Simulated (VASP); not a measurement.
A run of VASP 6.6.1 is set up as follows.

INCAR

```
ALGO = Normal
EDIFF = 1E-6
ENCUT = 520
GGA = PS
ISIF = 2
ISMEAR = -1
LASPH = True
LCHARG = False
LREAL = False
LWAVE = False
NBANDS = 15
NELM = 80
PREC = Accurate
SIGMA = 0.15
```

The input KPOINTS:

```
k-points
0
Gamma
  15 15 12
```

Contents of POSCAR:

```
HfB2
1.0
    3.1279832198      0.0000000000      0.0000000000
   -1.5639916099      2.7089129309      0.0000000000
    0.0000000000      0.0000000000      3.4459908827
Hf B
1 2
Direct
    0.0000000000      0.0000000000      0.0000000000
    0.3333333333      0.6666666667      0.5000000000
    0.6666666667      0.3333333333      0.5000000000
```

Potentials or basis: VASP PAW PBE potentials, release 64 (Hf_pv, B).

Run with:

```bash
$ cat potpaw_PBE.64/Hf_pv/POTCAR potpaw_PBE.64/B/POTCAR > POTCAR
$ mpirun -np 1 vasp_std > vasp.out
```

Predict the pressure.

0.0 GPa.

Estimate the band gap on the k mesh.

zero (band 8 reaches 8.42 eV, above the bottom of band 9 at 7.43 eV).

Stress tensor (GPa, compression positive):
```
-0.15  0.00  0.00
 0.00 -0.15  0.00
 0.00  0.00  0.19
```

Caveat: the PAW data sets were made with another functional, which shifts forces and pressure a little; spin-orbit coupling is left out, which moves the levels of the heavy elements.
